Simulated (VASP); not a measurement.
# MnO (P6_3mc) in VASP: single point with PBEsol

Aim: the single point of MnO with PBEsol.

All numbers are computed with VASP 6.6.1; they aren't measurements. Logs are shortened: lines on timing, memory, paths and dates and some standing lists are left out, and cuts for length are marked.

## (1) The cell of the first run

Symmetry: P6_3mc, No. 186, hexagonal system. The conventional cell has a = 3.372 Å, b = 3.372 Å, c = 5.386 Å, α = 90.00°, β = 90.00°, γ = 120.00°. Mn (site symmetry 3m) has 4 O at 1.96 to 2.08 Å within 2.6 Å. O (site symmetry 3m) has 4 Mn at 1.96 to 2.08 Å within 2.6 Å.

## (2) Single point, PBEsol, collinear spin, ferromagnetic start

INCAR

```
ALGO = Normal
EDIFF = 1E-6
ENCUT = 600
GGA = PS
GGA_COMPAT = F
ISIF = 2
ISMEAR = 1
ISPIN = 2
LASPH = T
LCHARG = T
LELF = T
LMAXMIX = 4
LORBIT = 11
LREAL = F
LVHAR = T
LWAVE = F
MAGMOM = 4 4 0 0
NBANDS = 31
NELM = 200
PREC = Accurate
SIGMA = 0.15
```

KPOINTS

```
k-points
0
Gamma
  8 8 5
```

POSCAR

```
MnO
1.0
    3.3717000000      0.0000000000      0.0000000000
   -1.6858500000      2.9199780000      0.0000000000
    0.0000000000      0.0000000000      5.3855000000
Mn O
2 2
Direct
    0.3333330000      0.6666670000      0.0109600000
    0.6666670000      0.3333330000      0.5109600000
    0.3333330000      0.6666670000      0.3754700000
    0.6666670000      0.3333330000      0.8754700000
```

Potentials or basis: VASP PAW PBE potentials, release 64 (Mn_pv, O).

Command:

```sh
cat potpaw_PBE.64/Mn_pv/POTCAR potpaw_PBE.64/O/POTCAR > POTCAR
mpirun -np 1 vasp_std > vasp.out
```

OUTCAR:

```text
EDIFF = 1E-6
   ENCUT = 600
   GGA = PS
   ISIF = 2
   ISMEAR = 1
   ISPIN = 2
   LASPH = T
   LORBIT = 11
   LREAL = F
   NELM = 200
   PREC = Accurate

 ion  position               nearest neighbor table
   1  0.333  0.667  0.011-   3 1.96   4 2.08   4 2.08   4 2.08
   2  0.667  0.333  0.511-   4 1.96   3 2.08   3 2.08   3 2.08
   3  0.333  0.667  0.375-   1 1.96   2 2.08   2 2.08   2 2.08
   4  0.667  0.333  0.875-   2 1.96   1 2.08   1 2.08   1 2.08

  LATTYP: Found a hexagonal cell.
 ALAT       =     3.3717000000
 C/A-ratio  =     1.5972654744

  Lattice vectors:

 A1 = (   3.3717000000,   0.0000000000,   0.0000000000)
 A2 = (  -1.6858500000,   2.9199780000,   0.0000000000)
 A3 = (   0.0000000000,   0.0000000000,   5.3855000000)

Analysis of symmetry for initial positions (statically):
=====================================================================
 Subroutine PRICEL returns:
 Original cell was already a primitive cell.

 Routine SETGRP: Setting up the symmetry group for a
 hexagonal supercell.

 Subroutine GETGRP returns: Found 12 space group operations
 (whereof  6 operations were pure point group operations)
 out of a pool of 24 trial point group operations.

The static configuration has the point symmetry C_3v.
 The point group associated with its full space group is C_6v.

Analysis of symmetry for dynamics (positions and initial velocities):
=====================================================================
 Subroutine PRICEL returns:
 Original cell was already a primitive cell.

 Routine SETGRP: Setting up the symmetry group for a
 hexagonal supercell.

 Subroutine GETGRP returns: Found 12 space group operations
 (whereof  6 operations were pure point group operations)
 out of a pool of 24 trial point group operations.

The dynamic configuration has the point symmetry C_3v.
 The point group associated with its full space group is C_6v.

Analysis of structural, dynamic, and magnetic symmetry:
=====================================================================
 Subroutine PRICEL returns:
 Original cell was already a primitive cell.

 Routine SETGRP: Setting up the symmetry group for a
 hexagonal supercell.

 Subroutine GETGRP returns: Found 12 space group operations
 (whereof  6 operations were pure point group operations)
 out of a pool of 24 trial point group operations.

The overall configuration has the point symmetry C_3v.
 The point group associated with its full space group is C_6v.

 Subroutine INISYM returns: Found 12 space group operations
 (whereof  6 operations are pure point group operations),
 and found     1 'primitive' translations

----------------------------------------------------------------------------------------

                                     Primitive cell

  volume of cell :      53.0218

  direct lattice vectors                    reciprocal lattice vectors
     3.371700000  0.000000000  0.000000000     0.296586292  0.171234167  0.000000000
    -1.685850000  2.919978000  0.000000000     0.000000000  0.342468334  0.000000000
     0.000000000  0.000000000  5.385500000     0.000000000  0.000000000  0.185683781

  length of vectors
     3.371700000  3.371700126  5.385500000     0.342468347  0.342468334  0.185683781

  position of ions in fractional coordinates (direct lattice)
     0.333333000  0.666667000  0.010960000
     0.666667000  0.333333000  0.510960000
     0.333333000  0.666667000  0.375470000
     0.666667000  0.333333000  0.875470000

  ion indices of the primitive-cell ions
   primitive index   ion index
                 1           1
                 2           2
                 3           3
                 4           4

----------------------------------------------------------------------------------------

 KPOINTS: k-points

Automatic generation of k-mesh.
 Grid dimensions read from file:
 generate k-points for:    8    8    5

 Generating k-lattice:

  Cartesian coordinates                     Fractional coordinates (reciprocal lattice)
     0.037073286  0.021404271  0.000000000     0.125000000  0.000000000  0.000000000
     0.000000000  0.042808542  0.000000000     0.000000000  0.125000000  0.000000000
     0.000000000  0.000000000  0.037136756     0.000000000  0.000000000  0.200000000

  Length of vectors
     0.042808543  0.042808542  0.037136756

  Shift w.r.t. Gamma in fractional coordinates (k-lattice)
     0.000000000  0.000000000  0.000000000

 Subroutine IBZKPT returns following result:
 ===========================================

 Found     30 irreducible k-points:

 Following reciprocal coordinates:
            Coordinates               Weight
  0.000000  0.000000  0.000000      1.000000
  0.125000 -0.000000  0.000000      6.000000
  0.250000 -0.000000  0.000000      6.000000
  0.375000 -0.000000  0.000000      6.000000
  0.500000 -0.000000  0.000000      3.000000
  0.125000  0.125000  0.000000      6.000000
[... 16 lines left out ...]
  0.250000 -0.000000  0.400000     12.000000
  0.375000 -0.000000  0.400000     12.000000
 [... further k-points ...]
   k-points           NKPTS =     30   k-points in BZ     NKDIM =     30   number of bands    NBANDS=     31
   number of dos      NEDOS =    301   number of ions     NIONS =      4
   total plane-waves  NPLWV =  37632
   dimension x,y,z NGX =    28 NGY =   28 NGZ =   48
   dimension x,y,z NGXF=    56 NGYF=   56 NGZF=   96
   ions per type =               2   2
   NGX,Y,Z   is equivalent  to a cutoff of  13.81, 13.81, 14.82 a.u.
   NGXF,Y,Z  is equivalent  to a cutoff of  27.61, 27.61, 29.63 a.u.
 SYSTEM =  unknown system
   PREC   = accura    normal or accurate (medium, high low for compatibility)
   ISTART =      0    job   : 0-new  1-cont  2-samecut
   ICHARG =      2    charge: 1-file 2-atom 10-const
   ISPIN  =      2    spin polarized calculation?
   LNONCOLLINEAR =      F non collinear calculations
   LSORBIT =      F    spin-orbit coupling
   LASPH  =      T    aspherical Exc in radial PAW
   ENCUT  =  600.0 eV  44.10 Ry    6.64 a.u.   6.73  6.73 10.76*2*pi/ulx,y,z
   NELM   =    200;   NELMIN=  2; NELMDL= -5     # of ELM steps
   EDIFF  = 0.1E-05   stopping-criterion for ELM
   LREAL  =      F    real-space projection
   EDIFFG = 0.1E-04   stopping-criterion for IOM
   NSW    =      0    number of steps for IOM
   IBRION =     -1    ionic relax: 0-MD 1-quasi-New 2-CG
   NFREE  =      0    steps in history (QN), initial steepest desc. (CG)
   ISIF   =      2    stress and relaxation
   ISYM   =      2    0-nonsym 1-usesym 2-fastsym
   POTIM  = 0.5000    time-step for ionic-motion
   TEBEG  =    0.0;   TEEND  =   0.0 temperature during run
   PSTRESS=    0.0 pullay stress
   NELECT =      38.0000    total number of electrons
   NUPDOWN=      -1.0000    fix difference up-down
   EMIN   =  10.00;   EMAX   =-10.00  energy-range for DOS
   EFERMI =   0.00;   METHOD = LEGACY
   ISMEAR =     1;   SIGMA  =   0.15  broadening in eV -4-tet -1-fermi 0-gaus
   EFERMI_NEDOS =   21; number of points for ismear=-14 and -15
   IALGO  =     38    algorithm
   IMIX   =      4    mixing-type and parameters
     AMIX     =   0.40;   BMIX     =  1.00
     AMIX_MAG =   1.60;   BMIX_MAG =  1.00
  volume/ion in A,a.u.               =      13.26        89.45
  Fermi-wavevector in a.u.,A,eV,Ry     =   1.465046  2.768535 29.202987  2.146359
  Thomas-Fermi vector in A             =   2.580949
   LORBIT       =     11    0 simple, 1 ext, 2 COOP (PROOUT), +10 PAW based schemes
   GGA     = PS    functional components
   LHFCALC =     F    Hartree Fock is set to
   AEXX    =    0.0000 exact exchange contribution
   IVDW    =     0    specifies the selected vdW correction
   LEPSILON=     F    determine dielectric tensor
   LRPA    =     F    only Hartree local field effects (RPA)
 spin polarized calculation
 Methfessel and Paxton  Order N= 1 SIGMA  =   0.15
  energy-cutoff  :      600.00
  volume of cell :       53.02
 maximum number of plane-waves:      1790
 NGX is ok and might be reduce to    28
   NGX = 13   NGY = 13   NGZ = 21

 number of electron      37.9999998 magnetization       9.9953978

 number of electron      37.9999998 magnetization      10.0004891

 Free energy of the ion-electron system (eV)
  ---------------------------------------------------
  ext. energy  EPLUGINS =         0.00000000
  ---------------------------------------------------
  free energy    TOTEN  =       -34.26570026 eV

  energy without entropy =      -34.26779783  energy(sigma->0) =      -34.26639945

 E-fermi :   5.7566     XC(G=0): -10.8226

 val. band max:        5.7556598812   @ k =   0.0000   0.0000   0.0000
 cond. band min:       5.7996774119   @ k =   0.1250  -0.0000   0.0000
 fundamental gap:      0.0440175306
 Fermi energy:         5.7565657228

 spin component 1

 k-point     1 :       0.0000    0.0000    0.0000
  band No.  band energies     occupation
      1     -44.7092      1.00000
      2     -44.7092      1.00000
      3     -44.7092      1.00000
      4     -44.7032      1.00000
      5     -44.7032      1.00000
      6     -44.6712      1.00000
[... 23 lines left out ...]
     30      17.7970      0.00000
     31      18.1906      0.00000

 k-point     2 :       0.1250   -0.0000    0.0000
  band No.  band energies     occupation
      1     -44.7129      1.00000
      2     -44.7102      1.00000
      3     -44.7071      1.00000
      4     -44.7066      1.00000
      5     -44.7038      1.00000
      6     -44.6721      1.00000
[... 23 lines left out ...]
     30      17.2212      0.00000
     31      18.6142      0.00000

 k-point     3 :       0.2500   -0.0000    0.0000
  band No.  band energies     occupation
      1     -44.7208      1.00000
      2     -44.7152      1.00000
      3     -44.7127      1.00000
      4     -44.7053      1.00000
      5     -44.7026      1.00000
      6     -44.6747      1.00000
[... 703 lines left out ...]
     30      16.1555      0.00000
     31      17.0218      0.00000

 k-point    24 :       0.3750   -0.0000    0.4000
  band No.  band energies     occupation
      1     -44.7291      1.00000
      2     -44.7274      1.00000
      3     -44.7123      1.00000
      4     -44.7097      1.00000
      5     -44.6884      1.00000
      6     -44.6829      1.00000
[... 23 lines left out ...]
     30      16.4044      0.00000
     31      16.9910      0.00000

 [... further k-points ...]

 spin component 2

 k-point     1 :       0.0000    0.0000    0.0000
  band No.  band energies     occupation
      1     -40.0639      1.00000
      2     -40.0337      1.00000
      3     -40.0337      1.00000
      4     -40.0259      1.00000
      5     -40.0259      1.00000
      6     -40.0129      1.00000
[... 23 lines left out ...]
     30      18.9073      0.00000
     31      19.7438      0.00000

 k-point     2 :       0.1250   -0.0000    0.0000
  band No.  band energies     occupation
      1     -40.0620      1.00000
      2     -40.0378      1.00000
      3     -40.0351      1.00000
      4     -40.0306      1.00000
      5     -40.0267      1.00000
      6     -40.0140      1.00000
[... 23 lines left out ...]
     30      18.7118      0.00000
     31      20.1725      0.00000

 k-point     3 :       0.2500   -0.0000    0.0000
  band No.  band energies     occupation
      1     -40.0577      1.00000
      2     -40.0466      1.00000
      3     -40.0418      1.00000
      4     -40.0383      1.00000
      5     -40.0286      1.00000
      6     -40.0174      1.00000
[... 703 lines left out ...]
     30      17.7287      0.00000
     31      18.6029      0.00000

 k-point    24 :       0.3750   -0.0000    0.4000
  band No.  band energies     occupation
      1     -40.0641      1.00000
      2     -40.0610      1.00000
      3     -40.0377      1.00000
      4     -40.0344      1.00000
      5     -40.0321      1.00000
      6     -40.0256      1.00000
[... 23 lines left out ...]
     30      18.1150      0.00000
     31      18.5712      0.00000

 [... further k-points ...]

------------------------ aborting loop because EDIFF is reached ----------------------------------------

  FORCE on cell =-STRESS in cart. coord.  units (eV):
  Direction    XX          YY          ZZ          XY          YZ          ZX
  --------------------------------------------------------------------------------------
  -------------------------------------------------------------------------------------
  Total       -0.4505585     -0.4505586      2.0276672      0.0000000      0.0000000      0.0000000
  in kB      -13.6146744    -13.6146757     61.2706833      0.0000000      0.0000000      0.0000000
  external PRESSURE =      11.3471111 kB  Pullay stress =       0.0000000 kB

 VOLUME and BASIS-vectors are now :
 -----------------------------------------------------------------------------
  energy-cutoff  :      600.00
  volume of cell :       53.02
      direct lattice vectors                 reciprocal lattice vectors
     3.371700000  0.000000000  0.000000000     0.296586292  0.171234167  0.000000000
    -1.685850000  2.919978000  0.000000000     0.000000000  0.342468334  0.000000000
     0.000000000  0.000000000  5.385500000     0.000000000  0.000000000  0.185683781

 POSITION                                       TOTAL-FORCE (eV/Angst)
 -----------------------------------------------------------------------------------
     -0.00000      1.94665      0.05903        -0.000000      0.000000     -0.609119
      1.68585      0.97333      2.75178         0.000000      0.000000     -0.609119
     -0.00000      1.94665      2.02209        -0.000000     -0.000000      0.609119
      1.68585      0.97333      4.71484         0.000000      0.000000      0.609119
 -----------------------------------------------------------------------------------
    total drift:                               -0.002492      0.001439     -0.000056

  FREE ENERGIE OF THE ION-ELECTRON SYSTEM (eV)
  ---------------------------------------------------
  free  energy   TOTEN  =       -34.2657002607 eV

  energy  without entropy=      -34.2677978304  energy(sigma->0) =      -34.26639945

 total charge

# of ion       s       p       d       tot
------------------------------------------
    1        0.245   6.235   4.952  11.432
    2        0.245   6.235   4.952  11.432
    3        1.547   3.444   0.000   4.991
    4        1.547   3.444   0.000   4.991
--------------------------------------------------
tot          3.583  19.358   9.904  32.846

 magnetization (x)

# of ion       s       p       d       tot
------------------------------------------
    1        0.037   0.063   4.304   4.405
    2        0.037   0.063   4.304   4.405
    3        0.019   0.182   0.000   0.201
    4        0.019   0.182   0.000   0.201
--------------------------------------------------
tot          0.114   0.490   8.609   9.213
```

Wall time 2.4 min (1 thread of AMD EPYC 7R43 (Zen 3), shared host); peak memory 0.23 GiB.

What came out:

| Property | Result |
| --- | --- |
| Free energy | -34.2657 eV |
| Pressure | 1.1 GPa |
| Largest force | 0.609 eV/Å |
| Band gap on the k mesh | zero (filled and empty bands overlap) |
| Net moment | 10.00 μB per cell |
| Site moments | Mn +4.41; O +0.20 μB |
| Valence electrons inside the program's atomic spheres | Mn 11.43; O 4.99 |

Forces on the atoms (eV/Å):
```
Mn   0.000  0.000 -0.609
Mn   0.000  0.000 -0.609
O    0.000  0.000  0.609
O    0.000  0.000  0.609
```

Stress tensor (GPa, compression positive):
```
-1.36  0.00  0.00
 0.00 -1.36  0.00
 0.00  0.00  6.13
```

Caveat: the PAW data sets were made with another functional, which shifts forces and pressure a little; semilocal functionals often make such compounds metallic where correlation or magnetic order opens a gap, which also shifts bond lengths; only a ferromagnetic start was run, and an antiferromagnetic order may lie lower in energy. With open d or f shells a metallic result of PBEsol can be an artefact of self-interaction; +U or a hybrid may open a gap.
